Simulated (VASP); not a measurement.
Write the native input for VASP 6.6.1 that does the following.

```yaml
Task: relaxation of cell and atoms
Functional: PBE
Potentials_or_basis: VASP PAW PBE potentials, release 64 (Bi_d, Te, O)
Cutoff: 600 eV
k_mesh: 4 × 4 × 4
Occupations: gaussian, width 0.15 eV
Spin: no spin polarisation
Dipole_correction: no
Further_INCAR_settings: ALGO = Normal; EDIFF = 1e-06; IBRION = 2; EDIFFG = -0.08; NSW = 36; ISIF = 3
```

The structure of Bi2TeO4 lies in POSCAR:

```
Bi2TeO4
1.0
   -1.9750000000      1.9750000000      8.1000000000
    1.9750000000     -1.9750000000      8.1000000000
    1.9750000000      1.9750000000     -8.1000000000
Bi Te O
2 1 4
Direct
    0.6600000000      0.6600000000      0.0000000000
    0.3400000000      0.3400000000      0.0000000000
    0.0000000000      0.0000000000      0.0000000000
    0.8780000000      0.8780000000      0.0000000000
    0.1220000000      0.1220000000      0.0000000000
    0.7500000000      0.2500000000      0.5000000000
    0.2500000000      0.7500000000      0.5000000000
```

These files were run (other wordings do the same):

INCAR

```
  PREC = Accurate
  ENCUT = 600
  EDIFF = 1E-6
  ISMEAR = 0
  SIGMA = 0.15
  LREAL = False
  LASPH = True
  NELM = 80
  ALGO = Normal
  ISIF = 3
  LWAVE = False
  LCHARG = False
  GGA = PE
  IBRION = 2
  NSW = 36
  EDIFFG = -0.08
```

KPOINTS

```
regular mesh
0
Gamma
  4 4 4
```

Potentials or basis: VASP PAW PBE potentials, release 64 (Bi_d, Te, O).

Run with:

```sh
$ cat potpaw_PBE.64/Bi_d/POTCAR potpaw_PBE.64/Te/POTCAR potpaw_PBE.64/O/POTCAR > POTCAR
$ mpirun -np 1 vasp_std > vasp.out
```

Results of the run:

* Relaxed volume: 17.41 Å³/atom
* Relaxed cell: a = 9.314 Å, b = 9.314 Å, c = 9.314 Å, α = 157.14°, β = 157.14°, γ = 32.56°
* Space group after relaxing (to 0.1 Å): I4/mmm (No. 139)
* Energy gained by relaxing: 231.1 meV/atom
* Ionic steps: 12
* Pressure after relaxing: 0.0 GPa
* Largest force after relaxing: 0.016 eV/Å
* Band gap on the k mesh: zero (bands 30 and 31 overlap by 2.15 eV)

Caveat: the k points lie up to 0.43 Å⁻¹ apart in the final cell, too coarse for converged energies and pressures of a metal; spin-orbit coupling is left out, which moves the levels of the heavy elements.

It took 21 min on 1 thread of Intel(R) Xeon(R) 6975P-C (Granite Rapids), on a shared host, peak memory 0.82 GiB.
